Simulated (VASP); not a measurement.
MgO: single point with PBE

MgO:

```
CELL_PARAMETERS angstrom
0.00000 -2.13515 -2.13515
0.00000 2.13515 -2.13515
4.27030 0.00000 0.00000
ATOMIC_POSITIONS crystal
Mg 0.50000 0.50000 0.49747
Mg 0.00000 0.00000 0.00253
O 0.50000 0.50000 0.97892
O 0.00000 0.00000 0.52108
```

This cell differs from its parent crystal: mode 12 (519.3 1/cm) frozen in, largest displacement +0.090 Å.

- Program: VASP 6.6.1
- Task: single point
- Functional: PBE
- Potentials or basis: VASP PAW PBE potentials, release 64 (Mg, O)
- Cutoff: 520 eV
- k mesh: 8 × 8 × 6
- Occupations: gaussian, width 0.05 eV
- Spin: no spin polarisation
- Dipole correction: no
- Further INCAR settings: ALGO = Normal; EDIFF = 1e-06; NBANDS = 16

The pressure is -1.7 GPa. The largest force is 1.463 eV/Å and the band gap on the k mesh is 4.20 eV.

Forces in eV/Å, atoms in the order of the input:
```
Mg   0.247  0.000  0.000
Mg  -0.247  0.000  0.000
O    1.463  0.000  0.000
O   -1.463  0.000  0.000
```

Stress tensor (GPa, compression positive):
```
-1.07  0.00  0.00
 0.00 -1.95  0.00
 0.00  0.00 -1.95
```

Levels at points of the mesh, in eV from the valence-band top:
```csv
k point,band 4,band 5,band 6,band 7,band 8,band 9,band 10,band 11,band 12,band 13
"(0.00, 0.00, 0.00)",-1.34,-1.34,-0.09,0.00,0.00,4.20,9.02,9.56,12.63,15.31
"(0.50, 0.00, 0.00)",-3.41,-1.93,-1.93,-0.63,-0.63,8.76,8.76,11.53,11.53,13.84
"(0.50, 0.50, 0.00)",-3.97,-1.34,-1.34,-1.28,-1.28,8.78,8.78,9.43,9.43,12.96
"(0.00, 0.00, 0.50)",-2.47,-0.90,-0.90,-0.55,-0.55,7.13,8.00,10.96,11.06,14.34
"(0.50, 0.00, 0.50)",-4.47,-0.63,-0.63,-0.63,-0.63,7.42,7.42,12.15,12.15,15.83
"(0.50, 0.50, 0.50)",-3.09,-2.60,-2.60,-1.74,-1.74,10.32,10.32,11.52,11.52,12.43
```

It took 38 s on 1 thread of AMD EPYC 7R43 64-Core Processor (Zen 3) (shared host), peak memory 0.13 GiB.

Caveat: the cell differs from its parent crystal (mode 12 (519.3 1/cm) frozen in, largest displacement +0.090 Å); forces of over 1 eV/Å act on the atoms, so gaps and moduli don't describe the material at rest.
